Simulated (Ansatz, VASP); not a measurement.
## Two plane-wave programs on MnFe2N2

```xyz
5
Lattice="2.8941 0.0000 0.0000 -1.4471 2.5064 0.0000 0.0000 0.0000 6.2944" Properties=species:S:1:pos:R:3 pbc="T T T"
Mn    0.0000    0.0000    3.1472
Fe    1.4471    0.8355    1.0524
Fe    0.0000    1.6709    5.2420
N     1.4471    0.8355    4.4489
N     0.0000    1.6709    1.8454
```

Alike in both runs: task single point; functional PBE; k mesh 12 × 12 × 6; occupations gaussian, width 0.1 eV; no spin polarisation.

```csv
,VASP,Ansatz
version,VASP 6.6.1,Ansatz 0.2.0
potentials or method,"VASP PAW PBE potentials, release 64 (Mn_pv, Fe, N), cutoff 520 eV","scalar-relativistic, plane waves, PAW"
valence electrons in the cell,39,57
```

```tsv
	VASP	Ansatz	Ansatz less VASP
gap on the k mesh at the Fermi level (eV)	none	none	-
pressure (GPa)	-7.0	-8.7	-1.68
traceless stress, the component that is largest in VASP (GPa)	-5.86	-5.09	+0.765
rms of the force components (eV/Å)	0.194	0.190	-0.0045
```

Atom by atom the forces differ by 0.056 eV/Å (rms over components). A gap of «none» marks a metal or a gap that the smearing closes. The functional is the same, so the differences come from potentials, cutoffs and numerics. VASP's potentials hold 39 valence electrons a cell and Ansatz's 57, so a difference there can come from the potentials and not from the codes.
